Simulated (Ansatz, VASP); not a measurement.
AlRu: VASP beside Ansatz

```
Al Ru
1.0
     3.00370    0.00000    0.00000
     0.00000    3.00370    0.00000
     0.00000    0.00000    3.00370
Al Ru
1 1
Direct
  0.00000 0.00000 0.00000
  0.50000 0.50000 0.50000
```

Alike in both runs: task relaxation of cell and atoms; functional PBE; k mesh 18 × 18 × 18; occupations gaussian, width 0.1 eV; no spin polarisation.

```csv
,VASP,Ansatz
version,VASP 6.6.1,Ansatz 0.2.0
potentials or method,"VASP PAW PBE potentials, release 64 (Al, Ru_pv), cutoff 600 eV","scalar-relativistic, plane waves, PAW"
valence electrons in the cell,17,19
```

|  | VASP | Ansatz | Ansatz less VASP |
| --- | --- | --- | --- |
| gap on the k mesh at the Fermi level, each at its own relaxed structure (eV) | none | none | - |
| relaxed volume (Å³/atom) | 13.55 | 13.55 | 0.000 |
| relaxed length of the cell vector where the two differ most in proportion (Å) | 3.004 | 3.004 | 0.0000 |

A gap of «none» marks a metal or a gap that the smearing closes. VASP's potentials hold 17 valence electrons a cell and Ansatz's 19, so a difference there can come from the potentials and not from the codes.

Noted on VASP's run: the relaxation stopped at its first step, so nothing moved.
